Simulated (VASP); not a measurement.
Input of a VASP 6.6.1 run:

The input INCAR:

```
SYSTEM = GdO
  ALGO = Normal
  EDIFF = 1E-7
  ENCUT = 520
  GGA = PE
  ISIF = 2
  ISMEAR = -1
  ISPIN = 2
  LASPH = .True.
  LCHARG = .False.
  LMAXMIX = 6
  LORBIT = 11
  LREAL = .False.
  LWAVE = .False.
  MAGMOM = 3.5 0
  NBANDS = 23
  NELM = 150
  NUPDOWN = 3.5
  PREC = Accurate
  SIGMA = 0.05
```

KPOINTS

```
k-points
0
Gamma
  7 7 7
  0 0 0
```

File POSCAR:

```
GdO
1.0
    0.0000000000      2.7000000000      2.7000000000
    2.7000000000      0.0000000000      2.7000000000
    2.7000000000      2.7000000000      0.0000000000
Gd O
1 1
Direct
    0.0000000000      0.0000000000      0.0000000000
    0.7500000000      0.7500000000      0.7500000000
```

Potentials or basis: VASP PAW PBE potentials, release 64 (Gd, O).

Run with:

```console
$ cat potpaw_PBE.64/Gd/POTCAR potpaw_PBE.64/O/POTCAR > POTCAR
$ mpirun -np 1 vasp_std > vasp.out
```

Problem. Predict the pressure.

Solution. -1.8 GPa.

Caveat: the total moment is fixed, so each spin has its own Fermi level and the state may be an excited one; a cell with one magnetic atom can't hold antiferromagnetic order, which such compounds often take. The state reached can hang on the start; a lower one may exist.
